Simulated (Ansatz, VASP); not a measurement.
## ScBiTe3S: VASP beside Ansatz

```
Sc Bi Te S
1.0
     5.18683    0.00000    0.00000
     0.00000    5.18683    0.00000
     0.00000    0.00000    9.95693
Sc Bi Te S
1 1 3 1
Direct
  0.00000 0.00000 0.34572
  0.50000 0.50000 0.24276
  0.50000 0.00000 0.47886
  0.00000 0.50000 0.47886
  0.50000 0.50000 0.96902
  0.50000 0.50000 0.57176
```

Alike in both runs: functional PBE; k mesh 8 × 8 × 4; occupations gaussian, width 0.1 eV; no spin polarisation.

Ansatz relaxed the structure, and its values are those at the end. VASP's run is a single point on that final structure, the one shown.

```csv
,VASP,Ansatz
version,VASP 6.6.1,Ansatz 0.2.0
potentials or method,"VASP PAW PBE potentials, release 64 (Sc_sv, Bi_d, Te, S), cutoff 520 eV","scalar-relativistic, plane waves, PAW"
valence electrons in the cell,50,80
```

```tsv
	VASP	Ansatz	Ansatz less VASP
gap on the k mesh at the Fermi level (eV)	none	none	-
pressure (GPa)	0.0	0.0	+0.02
rms of the force components (eV/Å)	0.008	0.001	-0.0066
```

A gap of «none» marks a metal or a gap that the smearing closes. With one functional, cell and mesh, what is left measures potentials, basis and numerics. VASP's potentials hold 50 valence electrons a cell and Ansatz's 80, so a difference there can come from the potentials and not from the codes.

Neither program's run includes spin-orbit coupling.
